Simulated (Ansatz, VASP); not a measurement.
**Cd in VASP and in Ansatz**

```xyz
2
Lattice="2.8819 0.0000 0.0000 -1.4409 2.4958 0.0000 0.0000 0.0000 5.6384" Properties=species:S:1:pos:R:3 pbc="T T T"
Cd    0.0000    1.6638    1.4096
Cd    1.4409    0.8319    4.2288
```

Alike in both runs: task single point; functional LDA; k mesh 13 × 13 × 6; occupations methfessel-paxton of order 1, width 0.3 eV; no spin polarisation.

```csv
,VASP,Ansatz
version,VASP 6.6.1,Ansatz 0.2.0
potentials or method,"VASP PAW LDA potentials, release 64 (Cd_sv_GW), cutoff 630 eV","plane waves (420 eV) with PAW, scalar-relativistic"
valence electrons in the cell,40,40
```

Ansatz gave:

```
pressure (GPa)                                                : 0.0
traceless stress, the component that is largest in VASP (GPa) : -2.15
```

Task: Estimate VASP's values.

Result: Pressure (GPa): 0.0; traceless stress, the component that is largest in VASP (GPa): -2.30.

Ansatz warns that its potentials were made for another functional, while VASP's fit it. LDA's correlation is that of Perdew and Zunger in VASP and of Perdew and Wang (1992) in Ansatz.
